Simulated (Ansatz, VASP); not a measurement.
# One calculation of Sn4O9, two programs

```xyz
13
Lattice="0.0000 4.8272 -3.2382 0.0000 -4.8272 -3.2382 -4.8272 0.0000 3.2382" Properties=species:S:1:pos:R:3 pbc="T T T"
Sn   -2.3878   -2.2569   -1.6797
Sn   -2.2913    2.4738   -1.6796
Sn    0.1491    0.0663   -0.1223
Sn    0.1162    0.0334   -3.2369
O    -3.8568   -0.7877   -1.6796
O    -3.7719   -0.8728    1.5586
O    -1.3577    0.6436   -4.5098
O    -0.8297    1.0122   -1.6796
O    -3.2777    1.5552   -0.0534
O    -3.3085   -3.1294   -0.0800
O    -1.5152   -1.3362   -3.2792
O    -1.3727   -1.3670   -0.0676
O    -0.4613   -3.2870   -2.0875
```

Alike in both runs: functional PBE; k mesh 3 × 3 × 3; occupations gaussian, width 0.02 eV; no spin polarisation.

Ansatz relaxed the structure, and its values are those at the end. VASP's run is a single point on that final structure, the one shown.

```csv
,VASP,Ansatz
version,VASP 6.6.1,Ansatz 0.2.0
potentials or method,"VASP PAW PBE potentials, release 64 (Sn_d, O), cutoff 520 eV","scalar-relativistic, plane waves, PAW"
valence electrons in the cell,110,110
```

VASP gave:

| Quantity | Value |
| --- | --- |
| gap on the k mesh at the Fermi level (eV) | 0.69 |
| least direct gap on the mesh (eV) | 1.21 |
| rms of the force components (eV/Å) | 0.045 |

Problem. Estimate Ansatz's values.

Solution. gap on the k mesh at the Fermi level (eV): 0.70; least direct gap on the mesh (eV): 1.22; rms of the force components (eV/Å): 0.002.

The k mesh is coarse, so the values compare programs but aren't converged.
